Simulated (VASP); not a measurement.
## Rh: single point with r2SCAN

Rh:

```
Rh
1.0
     0.00000    1.90081    1.90081
     1.90081    0.00000    1.90081
     1.90081    1.90081    0.00000
Rh
1
Direct
  0.00000 0.00000 0.00000
```

| Property | Result |
| --- | --- |
| Program | VASP 6.6.1 |
| Task | single point |
| Functional | r2SCAN |
| Potentials or basis | VASP PAW PBE potentials, release 64 (Rh_pv) |
| Cutoff | 520 eV |
| k mesh | 14 × 14 × 14 |
| Occupations | methfessel-paxton, width 0.03 eV |
| Spin | no spin polarisation |
| Dipole correction | no |
| Further INCAR settings | ALGO = Normal; EDIFF = 1e-06; NBANDS = 14 |

```json
{"Pressure": "0.8 GPa"}
```

Levels at points of the mesh, in eV from the Fermi level:
```tsv
k point	band 5	band 6	band 7	band 8	band 9	band 10
(0.00, 0.00, 0.00)	-3.13	-3.13	-3.13	-1.03	-1.03	16.75
(0.50, 0.00, 0.00)	-3.25	-3.25	0.64	0.64	0.94	9.14
(0.50, 0.50, 0.00)	-6.14	0.56	1.09	1.09	3.52	12.93
```

Run time: 56 s on 1 thread of AMD EPYC 7R13, on a shared host, peak memory 0.14 GiB.

Caveat: the PAW data sets were made with another functional, which shifts forces and pressure a little.
